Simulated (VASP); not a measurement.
Set up this calculation in VASP 6.6.1, as the native input.

| Property | Result |
| --- | --- |
| Task | single point |
| Functional | PBE |
| Potentials or basis | VASP PAW PBE potentials, release 64 (Sn_d, O) |
| Cutoff | 520 eV |
| k mesh | 6 × 6 × 6 |
| Occupations | gaussian, width 0.1 eV |
| Spin | no spin polarisation |
| Dipole correction | no |
| Further INCAR settings | ALGO = Normal; EDIFF = 1e-07; NBANDS = 42 |

The structure of SnO3 lies in POSCAR:

```
SnO3
1.0
    1.6422333965     -9.0408895679      0.0000000000
    1.6422333965      9.0408895679      0.0000000000
    0.0000000000      0.0000000000      3.2843021201
Sn O
2 6
Direct
    0.1711081589      0.8288918411      0.7500000000
    0.8288918411      0.1711081589      0.2500000000
    0.2847567355      0.7152432645      0.7500000000
    0.7152432645      0.2847567355      0.2500000000
    0.5941018527      0.4058981473      0.7500000000
    0.4058981473      0.5941018527      0.2500000000
    0.0940779504      0.9059220496      0.2500000000
    0.9059220496      0.0940779504      0.7500000000
```

The input as run:

INCAR

```
PREC     = Accurate       # precision mode
ENCUT    = 520            # plane-wave cutoff, eV
EDIFF    = 1E-7           # SCF threshold, eV
ISMEAR   = 0              # smearing method
SIGMA    = 0.1            # smearing width, eV
LREAL    = F              # projectors in reciprocal space
LASPH    = T              # aspherical terms in the spheres
NELM     = 60             # most SCF steps
ALGO     = Normal         # electronic algorithm
ISIF     = 2              # what is computed and relaxed
LWAVE    = F              # write WAVECAR
LCHARG   = F              # write CHGCAR
GGA      = PE             # functional
NBANDS   = 42             # bands
```

KPOINTS

```
regular mesh
0
Gamma
  6 6 6
```

Potentials or basis: VASP PAW PBE potentials, release 64 (Sn_d, O).

Run with:

```sh
$ cat potpaw_PBE.64/Sn_d/POTCAR potpaw_PBE.64/O/POTCAR > POTCAR
$ mpirun -np 1 vasp_std > vasp.out
```

Results of the run:

```json
{"Pressure": "0.6 GPa", "Largest force": "0.048 eV/Å", "Band gap on the k mesh": "zero (bands 32 and 33 overlap by 1.23 eV)"}
```

Caveat: spin-orbit coupling is left out, which moves the levels of the heavy elements.

Wall time 5.6 min on 1 thread of Intel(R) Xeon(R) Platinum 8559C (Emerald Rapids), on a shared host, peak memory 0.42 GiB.
